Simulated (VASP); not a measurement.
A run of VASP 6.6.1:

The input INCAR:

```
SYSTEM = Si15Ni
ALGO = Normal
EDIFF = 1E-7
ENCUT = 520
GGA = PS
ISIF = 2
ISMEAR = 0
ISPIN = 2
LASPH = .TRUE.
LCHARG = .FALSE.
LDAU = .TRUE.
LDAUJ = 0 0
LDAUL = 2 -1
LDAUPRINT = 1
LDAUTYPE = 2
LDAUU = 5 0
LMAXMIX = 4
LORBIT = 11
LREAL = Auto
LWAVE = .FALSE.
MAGMOM = 0.13 0.01 0.01 0.01 0.01 0.01 0.01 0 0.03 0.03 0.03 0 0.03 0 0 0
NBANDS = 53
NELM = 150
PREC = Accurate
SIGMA = 0.05
```

The input KPOINTS:

```
k-points
0
G
  3 3 3
  0 0 0
```

Contents of POSCAR:

```
Si15Ni
1.0
    0.0000000000      5.4370000000      5.4370000000
    5.4370000000      0.0000000000      5.4370000000
    5.4370000000      5.4370000000      0.0000000000
Ni Si
1 15
Direct
    1.0000000000      0.0000000000      1.0000000000
    0.0008460273      0.0008460273      0.4991539727
    0.0008460273      0.4991539727      0.0008460273
    0.0008460273      0.4991539727      0.4991539727
    0.4991539727      0.0008460273      0.0008460273
    0.4991539727      0.0008460273      0.4991539727
    0.4991539727      0.4991539727      0.0008460273
    0.5000000000      0.5000000000      0.5000000000
    0.1202211774      0.1202211774      0.1202211774
    0.1202211774      0.1202211774      0.6393364679
    0.1202211774      0.6393364679      0.1202211774
    0.1235527506      0.6254824165      0.6254824165
    0.6393364679      0.1202211774      0.1202211774
    0.6254824165      0.1235527506      0.6254824165
    0.6254824165      0.6254824165      0.1235527506
    0.6254824165      0.6254824165      0.6254824165
```

Potentials or basis: VASP PAW PBE potentials, release 64 (Ni, Si).

The run is started by

```sh
$ cat potpaw_PBE.64/Ni/POTCAR potpaw_PBE.64/Si/POTCAR > POTCAR
$ mpirun -np 1 vasp_std > vasp.out
```

Hardware: 1 thread of Intel(R) Xeon(R) 6975P-C (Granite Rapids), with other jobs on the host.

Question: How long does it take, and how much memory?

Answer: It took 3.1 min on 1 thread of Intel(R) Xeon(R) 6975P-C (Granite Rapids) (shared host), peak memory 0.67 GiB. Counts: scf iterations 19, k points 4.
